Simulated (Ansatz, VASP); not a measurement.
**Two plane-wave programs on AlN**

```
Al N
1.0
     4.36799    0.00000    0.00000
     0.00000   -4.36799    0.00000
     0.00000    0.00000   -4.36799
Al N
4 4
Direct
  0.98381 0.51619 0.50000
  0.50000 0.00000 0.50000
  0.50000 0.50000 0.00000
  0.00000 0.00000 0.00000
  0.75000 0.75000 0.75000
  0.25000 0.25000 0.75000
  0.25000 0.75000 0.25000
  0.75000 0.25000 0.25000
```

Alike in both runs: task single point; functional PBE; k mesh 6 × 6 × 6; occupations gaussian, width 0.05 eV; no spin polarisation.

|  | VASP | Ansatz |
| --- | --- | --- |
| version | VASP 6.6.1 | Ansatz 0.2.0 |
| potentials or method | VASP PAW PBE potentials, release 64 (Al, N), cutoff 520 eV | scalar-relativistic, plane waves, PAW |
| valence electrons in the cell | 32 | 32 |

Ansatz gave:

- gap on the k mesh at the Fermi level (eV): 2.96
- least direct gap on the mesh (eV): 2.96
- pressure (GPa): 5.2
- traceless stress, the component that is largest in VASP (GPa): 1.30
- rms of the force components (eV/Å): 0.513

Q: What did VASP give for the same quantities?

A: gap on the k mesh at the Fermi level (eV): 2.96; least direct gap on the mesh (eV): 2.96; pressure (GPa): 5.0; traceless stress, the component that is largest in VASP (GPa): 1.30; rms of the force components (eV/Å): 0.513.

Atom by atom the forces differ by 0.002 eV/Å (rms over components).
